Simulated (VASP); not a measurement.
# BeAl (P-6m2) in VASP: density of states with PBE

Aim: the density of states of BeAl with PBE.

All numbers are computed with VASP 6.6.1; they aren't measurements. Logs are shortened: lines on timing, memory, paths and dates and some standing lists are left out, and cuts for length are marked.

## Step 1: The cell of the first run

Symmetry: P-6m2, No. 187, hexagonal system. Conventional cell: a = 2.716 Å, b = 2.716 Å, c = 4.019 Å, α = 90.00°, β = 90.00°, γ = 120.00°. Be (site symmetry -6m2) has 6 Al at 2.55 Å and 6 Be at 2.72 Å within 3.4 Å. Al (site symmetry -6m2) has 6 Be at 2.55 Å and 6 Al at 2.72 Å within 3.4 Å.

## Step 2: Density of states, PBE

Input file POSCAR:

```
BeAl
1.0
    2.7155928974      0.0000000000      0.0000000000
   -1.3577964487      2.3517724355      0.0000000000
    0.0000000000      0.0000000000      4.0188592332
Be Al
1 1
Direct
    0.0000000000      0.0000000000      0.0000000000
    0.3333333333      0.6666666667      0.5000000000
```

Input file INCAR.step1:

```
ALGO     = Normal         # electronic algorithm
EDIFF    = 1E-7           # SCF threshold, eV
ENCUT    = 520            # plane-wave cutoff, eV
GGA      = PE             # functional
ISIF     = 2              # what is computed and relaxed
ISMEAR   = 0              # smearing method
LASPH    = T              # aspherical terms in the spheres
LCHARG   = T              # write CHGCAR
LREAL    = F              # projectors in reciprocal space
LWAVE    = F              # write WAVECAR
NBANDS   = 10             # bands
NELM     = 100            # most SCF steps
PREC     = Accurate       # precision mode
SIGMA    = 0.1            # smearing width, eV
```

Input file KPOINTS.step1:

```
k-points
0
Gamma
  24 24 14
```

Input file INCAR.step2:

```
ALGO     = Normal         # electronic algorithm
EDIFF    = 1E-7           # SCF threshold, eV
ENCUT    = 520            # plane-wave cutoff, eV
GGA      = PE             # functional
ICHARG   = 11             # starting density
ISIF     = 2              # what is computed and relaxed
ISMEAR   = -5             # smearing method
LASPH    = T              # aspherical terms in the spheres
LCHARG   = F              # write CHGCAR
LORBIT   = 11             # projections on sites
LREAL    = F              # projectors in reciprocal space
LWAVE    = F              # write WAVECAR
NBANDS   = 10             # bands
NEDOS    = 1001           # points of the DOS
NELM     = 100            # most SCF steps
PREC     = Accurate       # precision mode
SIGMA    = 0.1            # smearing width, eV
```

Input file KPOINTS.step2:

```
k-points
0
Gamma
  36 36 21
```

Potentials or basis: VASP PAW PBE potentials, release 64 (Be, Al).

Run with:

```console
$ cat potpaw_PBE.64/Be/POTCAR potpaw_PBE.64/Al/POTCAR > POTCAR
$ cp INCAR.step1 INCAR
$ cp KPOINTS.step1 KPOINTS
$ mpirun -np 1 vasp_std > vasp.out
$ cp INCAR.step2 INCAR
$ cp KPOINTS.step2 KPOINTS
$ mpirun -np 1 vasp_std > vasp.out
```

OUTCAR:

```text
EDIFF = 1E-7
   ENCUT = 520
   GGA = PE
   ICHARG = 11
   ISIF = 2
   ISMEAR = -5
   LASPH = T
   LORBIT = 11
   LREAL = F
   NELM = 100
   PREC = Accurate

 ion  position               nearest neighbor table
   1  0.000  0.000  0.000-   2 2.55   2 2.55   2 2.55   2 2.55   2 2.55   2 2.55
   2  0.333  0.667  0.500-   1 2.55   1 2.55   1 2.55   1 2.55   1 2.55   1 2.55

  LATTYP: Found a hexagonal cell.
 ALAT       =     2.7155928974
 C/A-ratio  =     1.4799196290

  Lattice vectors:

 A1 = (   2.7155928974,   0.0000000000,   0.0000000000)
 A2 = (  -1.3577964487,   2.3517724355,   0.0000000000)
 A3 = (   0.0000000000,   0.0000000000,   4.0188592332)

Analysis of symmetry for initial positions (statically):
=====================================================================
 Subroutine PRICEL returns:
 Original cell was already a primitive cell.

 Routine SETGRP: Setting up the symmetry group for a
 hexagonal supercell.

 Subroutine GETGRP returns: Found 12 space group operations
 (whereof 12 operations were pure point group operations)
 out of a pool of 24 trial point group operations.

The static configuration has the point symmetry D_3h.

Analysis of symmetry for dynamics (positions and initial velocities):
=====================================================================
 Subroutine PRICEL returns:
 Original cell was already a primitive cell.

 Routine SETGRP: Setting up the symmetry group for a
 hexagonal supercell.

 Subroutine GETGRP returns: Found 12 space group operations
 (whereof 12 operations were pure point group operations)
 out of a pool of 24 trial point group operations.

The dynamic configuration has the point symmetry D_3h.

 Subroutine INISYM returns: Found 12 space group operations
 (whereof 12 operations are pure point group operations),
 and found     1 'primitive' translations

----------------------------------------------------------------------------------------

                                     Primitive cell

  volume of cell :      25.6663

  direct lattice vectors                    reciprocal lattice vectors
     2.715592897  0.000000000  0.000000000     0.368243709  0.212605604  0.000000000
    -1.357796449  2.351772436  0.000000000     0.000000000  0.425211209  0.000000000
     0.000000000  0.000000000  4.018859233     0.000000000  0.000000000  0.248826829

  length of vectors
     2.715592897  2.715592897  4.018859233     0.425211209  0.425211209  0.248826829

  position of ions in fractional coordinates (direct lattice)
     0.000000000  0.000000000  0.000000000
     0.333333333  0.666666667  0.500000000

  ion indices of the primitive-cell ions
   primitive index   ion index
                 1           1
                 2           2

----------------------------------------------------------------------------------------

 KPOINTS: k-points

Automatic generation of k-mesh.
 Grid dimensions read from file:
 generate k-points for:   36   36   21

 Generating k-lattice:

  Cartesian coordinates                     Fractional coordinates (reciprocal lattice)
     0.010228992  0.005905711  0.000000000     0.027777778 -0.000000000  0.000000000
     0.000000000  0.011811422  0.000000000     0.000000000  0.027777778  0.000000000
     0.000000000  0.000000000  0.011848897     0.000000000  0.000000000  0.047619048

  Length of vectors
     0.011811422  0.011811422  0.011848897

  Shift w.r.t. Gamma in fractional coordinates (k-lattice)
     0.000000000  0.000000000  0.000000000

 TETIRR: Found  26874 inequivalent tetrahedra from   163296

 Subroutine IBZKPT returns following result:
 ===========================================

 Found   1397 irreducible k-points:

 Following reciprocal coordinates:
            Coordinates               Weight
  0.000000  0.000000  0.000000      1.000000
  0.027778  0.000000  0.000000      6.000000
  0.055556  0.000000  0.000000      6.000000
  0.083333 -0.000000  0.000000      6.000000
  0.111111  0.000000  0.000000      6.000000
  0.138889  0.000000  0.000000      6.000000
[... 16 lines left out ...]
  0.111111  0.027778  0.000000     12.000000
  0.138889  0.027778  0.000000     12.000000
 [... further k-points ...]
   k-points           NKPTS =   1397   k-points in BZ     NKDIM =   1397   number of bands    NBANDS=     10
   number of dos      NEDOS =   1001   number of ions     NIONS =      2
   total plane-waves  NPLWV =  12000
   dimension x,y,z NGX =    20 NGY =   20 NGZ =   30
   dimension x,y,z NGXF=    40 NGYF=   40 NGZF=   60
   ions per type =               1   1
   NGX,Y,Z   is equivalent  to a cutoff of  12.24, 12.24, 12.41 a.u.
   NGXF,Y,Z  is equivalent  to a cutoff of  24.49, 24.49, 24.82 a.u.
 SYSTEM =  unknown system
   PREC   = accura    normal or accurate (medium, high low for compatibility)
   ISTART =      0    job   : 0-new  1-cont  2-samecut
   ICHARG =     11    charge: 1-file 2-atom 10-const
   ISPIN  =      1    spin polarized calculation?
   LNONCOLLINEAR =      F non collinear calculations
   LSORBIT =      F    spin-orbit coupling
   LASPH  =      T    aspherical Exc in radial PAW
   ENCUT  =  520.0 eV  38.22 Ry    6.18 a.u.   5.05  5.05  7.47*2*pi/ulx,y,z
   NELM   =    100;   NELMIN=  2; NELMDL=  0     # of ELM steps
   EDIFF  = 0.1E-06   stopping-criterion for ELM
   LREAL  =      F    real-space projection
   EDIFFG = 0.1E-05   stopping-criterion for IOM
   NSW    =      0    number of steps for IOM
   IBRION =     -1    ionic relax: 0-MD 1-quasi-New 2-CG
   NFREE  =      0    steps in history (QN), initial steepest desc. (CG)
   ISIF   =      2    stress and relaxation
   ISYM   =      2    0-nonsym 1-usesym 2-fastsym
   POTIM  = 0.5000    time-step for ionic-motion
   TEBEG  =    0.0;   TEEND  =   0.0 temperature during run
   PSTRESS=    0.0 pullay stress
   NELECT =       5.0000    total number of electrons
   NUPDOWN=      -1.0000    fix difference up-down
   EMIN   =  10.00;   EMAX   =-10.00  energy-range for DOS
   EFERMI =   0.00;   METHOD = LEGACY
   ISMEAR =    -5;   SIGMA  =   0.10  broadening in eV -4-tet -1-fermi 0-gaus
   EFERMI_NEDOS =   21; number of points for ismear=-14 and -15
   IALGO  =     38    algorithm
   IMIX   =      4    mixing-type and parameters
     AMIX     =   0.40;   BMIX     =  1.00
     AMIX_MAG =   1.60;   BMIX_MAG =  1.00
  volume/ion in A,a.u.               =      12.83        86.60
  Fermi-wavevector in a.u.,A,eV,Ry     =   0.949024  1.793396 12.254043  0.900647
  Thomas-Fermi vector in A             =   2.077268
   LORBIT       =     11    0 simple, 1 ext, 2 COOP (PROOUT), +10 PAW based schemes
   GGA     = PE    functional components
   LHFCALC =     F    Hartree Fock is set to
   AEXX    =    0.0000 exact exchange contribution
   IVDW    =     0    specifies the selected vdW correction
   LEPSILON=     F    determine dielectric tensor
   LRPA    =     F    only Hartree local field effects (RPA)
 non-spin polarized calculation
 Fermi weights with tetrahedron method with Bloechl corrections
  energy-cutoff  :      520.00
  volume of cell :       25.67
 maximum number of plane-waves:       711

 number of electron       5.0000000 magnetization

 Free energy of the ion-electron system (eV)
  ---------------------------------------------------
  ext. energy  EPLUGINS =         0.00000000
  ---------------------------------------------------
  free energy    TOTEN  =        -6.82804664 eV

  energy without entropy =       -6.82804664  energy(sigma->0) =       -6.82804664

 E-fermi :   7.2606     XC(G=0): -10.1710

 val. band max:        7.3312202009   @ k =   0.4444   0.1111   0.2381
 cond. band min:       7.2221834732   @ k =   0.1944   0.1389   0.0000
 fundamental gap:     -0.1090367277
 Fermi energy:         7.2606447628

 k-point     1 :       0.0000    0.0000    0.0000
  band No.  band energies     occupation
      1      -3.8284      2.00000
      2       3.5564      2.00000
      3       5.9746      2.00000
      4      16.9622      0.00000
      5      16.9622      0.00000
      6      20.9553      0.00000
      7      20.9553      0.00000
      8      23.7330      0.00000
      9      24.1469      0.00000
     10      24.1629      0.00000

 k-point     2 :       0.0278    0.0000    0.0000
  band No.  band energies     occupation
      1      -3.8090      2.00000
      2       3.5755      2.00000
      3       5.9892      2.00000
      4      16.8045      0.00000
      5      16.8836      0.00000
      6      20.7692      0.00000
      7      21.0360      0.00000
      8      23.5958      0.00000
      9      24.0340      0.00000
     10      24.1255      0.00000

 k-point     3 :       0.0556    0.0000    0.0000
  band No.  band energies     occupation
      1      -3.7505      2.00000
      2       3.6325      2.00000
      3       6.0328      2.00000
      4      16.3558      0.00000
      5      16.6693      0.00000
      6      20.3765      0.00000
      7      21.2454      0.00000
      8      23.0213      0.00000
      9      23.7071      0.00000
     10      24.1691      0.00000
[... 248 lines left out ...]
 k-point    23 :       0.1111    0.0278    0.0000
  band No.  band energies     occupation
      1      -3.4200      2.00000
      2       3.9554      2.00000
      3       6.2743      2.00000
      4      14.4156      0.00000
      5      15.6636      0.00000
      6      19.4302      0.00000
      7      21.4646      0.00000
      8      21.8217      0.00000
      9      21.9740      0.00000
     10      24.2203      0.00000

 k-point    24 :       0.1389    0.0278    0.0000
  band No.  band energies     occupation
      1      -3.2259      2.00000
      2       4.1449      2.00000
      3       6.4106      2.00000
      4      13.5054      0.00000
      5      15.2793      0.00000
      6      19.0469      0.00000
      7      20.8938      0.00000
      8      21.0827      0.00000
      9      21.8002      0.00000
     10      24.6174      0.00000

 [... further k-points ...]

------------------------ aborting loop because EDIFF is reached ----------------------------------------

  FORCE on cell =-STRESS in cart. coord.  units (eV):
  Direction    XX          YY          ZZ          XY          YZ          ZX
  --------------------------------------------------------------------------------------
  -------------------------------------------------------------------------------------
  Total        0.0183161      0.0183161     -0.0359666      0.0000000      0.0000000      0.0000000
  in kB        1.1433528      1.1433528     -2.2451579      0.0000000      0.0000000      0.0000000
  external PRESSURE =       0.0138492 kB  Pullay stress =       0.0000000 kB

 VOLUME and BASIS-vectors are now :
 -----------------------------------------------------------------------------
  energy-cutoff  :      520.00
  volume of cell :       25.67
      direct lattice vectors                 reciprocal lattice vectors
     2.715592897  0.000000000  0.000000000     0.368243709  0.212605604  0.000000000
    -1.357796449  2.351772436  0.000000000     0.000000000  0.425211209  0.000000000
     0.000000000  0.000000000  4.018859233     0.000000000  0.000000000  0.248826829

 POSITION                                       TOTAL-FORCE (eV/Angst)
 -----------------------------------------------------------------------------------
      0.00000      0.00000      0.00000         0.000000     -0.000000      0.000000
     -0.00000      1.56785      2.00943        -0.000000      0.000000      0.000000
 -----------------------------------------------------------------------------------
    total drift:                                0.000000     -0.000000      0.000000

  FREE ENERGIE OF THE ION-ELECTRON SYSTEM (eV)
  ---------------------------------------------------
  free  energy   TOTEN  =        -6.8280466386 eV

  energy  without entropy=       -6.8280466386  energy(sigma->0) =       -6.82804664

 total charge

# of ion       s       p       d       tot
------------------------------------------
    1        0.394   0.513   0.000   0.906
    2        0.416   0.392   0.000   0.808
--------------------------------------------------
tot          0.810   0.905   0.000   1.715
```

Run time: 2.5 min. Hardware: 1 thread of Intel Xeon Platinum 8375C at 2.90GHz (Ice Lake), shared host; peak memory 0.47 GiB.

What came out:

| Property | Result |
| --- | --- |
| Valence electrons inside the program's atomic spheres | Be 0.91; Al 0.81 |

Levels at points of the mesh, in eV from the Fermi level:
```
           k point  band 1  band 2  band 3  band 4  band 5
(0.00, 0.00, 0.00)  -11.09   -3.70   -1.29    9.70    9.70
(0.50, 0.00, 0.00)   -5.13   -4.77    1.41    3.37    3.92
```

Caveat: tetrahedron occupations give inexact forces and stress in metals.
